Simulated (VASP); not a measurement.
Here is a VASP 6.6.1 calculation.

File INCAR:

```
ALGO     = Normal         # electronic algorithm
EDIFF    = 1E-7           # SCF threshold, eV
ENCUT    = 520            # plane-wave cutoff, eV
GGA      = PS             # functional
ISIF     = 2              # what is computed and relaxed
ISMEAR   = -1             # smearing method
LASPH    = T              # aspherical terms in the spheres
LCHARG   = F              # write CHGCAR
LREAL    = F              # projectors in reciprocal space
LWAVE    = F              # write WAVECAR
NBANDS   = 18             # bands
NELM     = 60             # most SCF steps
PREC     = Accurate       # precision mode
SIGMA    = 0.05           # smearing width, eV
```

KPOINTS

```
k-points
0
Gamma
  8 1 6
```

Contents of POSCAR:

```
P
1.0
    3.3481308887      0.0000000000      0.0000000000
    0.0000000000     35.5406757490      0.0000000000
    0.0000000000      0.0000000000      4.7229329649
P
4
Direct
    0.5000000000      0.9702614300      0.9078492800
    0.5000000000      0.0297385700      0.0921507200
    0.0000000000      0.0297385700      0.4078492800
    0.0000000000      0.9702614300      0.5921507200
```

Potentials or basis: VASP PAW PBE potentials, release 64 (P).

Run with:

```bash
$ cat potpaw_PBE.64/P/POTCAR > POTCAR
$ mpirun -np 1 vasp_std > vasp.out
```

Question: Predict the band gap on the k mesh.

Answer: 0.93 eV, direct.

Question: Predict the largest force.

Answer: 0.320 eV/Å.

Forces on the atoms (eV/Å):
```
P    0.000  0.315 -0.054
P    0.000 -0.315  0.054
P    0.000 -0.315 -0.054
P    0.000  0.315  0.054
```

Caveat: the PAW data sets were made with another functional, which shifts forces and pressure a little.
